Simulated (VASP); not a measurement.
A run of VASP 6.6.1 is set up as follows.

Contents of POSCAR:

```
Ni
1.0
   -1.3847707126      1.3847707126      1.3847707126
    1.3847707126     -1.3847707126      1.3847707126
    1.3847707126      1.3847707126     -1.3847707126
Ni
1
Direct
    0.0000000000      0.0000000000      0.0000000000
```

File INCAR.step1:

```
PREC = Accurate
ENCUT = 520
EDIFF = 1E-5
ISMEAR = -1
SIGMA = 0.05
LREAL = F
LASPH = T
NELM = 150
ALGO = Normal
ISIF = 2
LWAVE = T
LCHARG = F
ISPIN = 2
MAGMOM = 1
LORBIT = 11
LMAXMIX = 4
GGA = PE
NBANDS = 15
```

File INCAR.step2:

```
PREC = Accurate
ENCUT = 520
EDIFF = 1E-6
ISMEAR = -1
SIGMA = 0.05
LREAL = F
LASPH = T
NELM = 150
ALGO = Normal
ISIF = 2
LWAVE = F
LCHARG = F
ISPIN = 2
MAGMOM = 1
LORBIT = 11
LMAXMIX = 4
GGA = PE
LHFCALC = T
AEXX = 0.25
PRECFOCK = Normal
ISTART = 1
NBANDS = 15
```

The input KPOINTS:

```
Automatic mesh
0
Gamma
  7 7 7
```

Potentials or basis: VASP PAW PBE potentials, release 64 (Ni).

The run is started by

```bash
$ cat potpaw_PBE.64/Ni/POTCAR > POTCAR
$ cp INCAR.step1 INCAR
$ mpirun -np 1 vasp_std > vasp.out
$ cp INCAR.step2 INCAR
$ mpirun -np 1 vasp_std > vasp.out
```

Q: Estimate the net moment.

A: 0.53 μB per cell.

Q: What does it give for the site moments?

A: Ni +0.56 μB.

Caveat: the k points lie up to 0.46 Å⁻¹ apart.
